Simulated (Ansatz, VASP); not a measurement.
## CaO in VASP and in Ansatz

The input INCAR:

```
ALGO = Normal
EDIFF = 1E-6
ENCUT = 520
GGA = PS
ISIF = 2
ISMEAR = 0
LASPH = T
LCHARG = T
LELF = T
LREAL = F
LVHAR = T
LWAVE = F
NBANDS = 24
NELM = 80
PREC = Accurate
SIGMA = 0.05
```

Contents of KPOINTS:

```
k-points
0
Gamma
  9 9 6
```

Contents of POSCAR:

```
CaO
1.0
    3.9919758245      0.0000000000      0.0000000000
   -1.9959879122      3.4571524753      0.0000000000
    0.0000000000      0.0000000000      4.7848400100
Ca O
2 2
Direct
    0.4056471817      0.7028235909      0.7500000000
    0.7389805151      0.3694902575      0.2500000000
    0.3333333333      0.6666666667      0.2500000000
    0.6666666667      0.3333333333      0.7500000000
```

Input for Ansatz:

```yaml
crystal:
  lattice:
    - [3.9919758245, 0.0, 0.0]
    - [-1.9959879122, 3.4571524753, 0.0]
    - [0.0, 0.0, 4.78484001]
  atoms:
    - { symbol: Ca, position: [0.4056471817, 0.7028235909, 0.75] }
    - { symbol: Ca, position: [0.7389805151, 0.3694902575, 0.25] }
    - { symbol: O, position: [0.3333333333, 0.6666666667, 0.25] }
    - { symbol: O, position: [0.6666666667, 0.3333333333, 0.75] }
basis:
  ecutwfc: 420
kpoints:
  mp_grid: { grid: [9, 9, 6] }
hamiltonian:
  xc: pbesol
scf:
  occupations: { method: gaussian, width: 0.05 }
output:
  forces: true
  stress: true
  eigenvalues: true
```

Change from the starting cell: all Ca atoms moved -0.250 Å, as atom 1 towards its neighbour atom 4 (O) at 2.305 Å.

Alike in both runs: task single point; functional PBEsol; k mesh 9 × 9 × 6; occupations gaussian, width 0.05 eV; no spin polarisation.

|  | VASP | Ansatz |
| --- | --- | --- |
| version | VASP 6.6.1 | Ansatz 0.2.0 |
| potentials or method | VASP PAW PBE potentials, release 64 (Ca_sv, O), cutoff 520 eV | scalar-relativistic, plane waves, PAW |
| valence electrons in the cell | 32 | 32 |

|  | VASP | Ansatz | Ansatz less VASP |
| --- | --- | --- | --- |
| gap on the k mesh at the Fermi level (eV) | 3.12 | 3.13 | +0.011 |
| least direct gap on the mesh (eV) | 3.12 | 3.13 | +0.011 |
| pressure (GPa) | 0.8 | 0.2 | -0.54 |
| traceless stress, the component that is largest in VASP (GPa) | -3.13 | -3.06 | +0.068 |
| rms of the force components (eV/Å) | 0.962 | 0.933 | -0.0293 |

VASP's potentials were made for PBE, not for PBEsol. Atom by atom the forces differ by 0.029 eV/Å (rms over components).
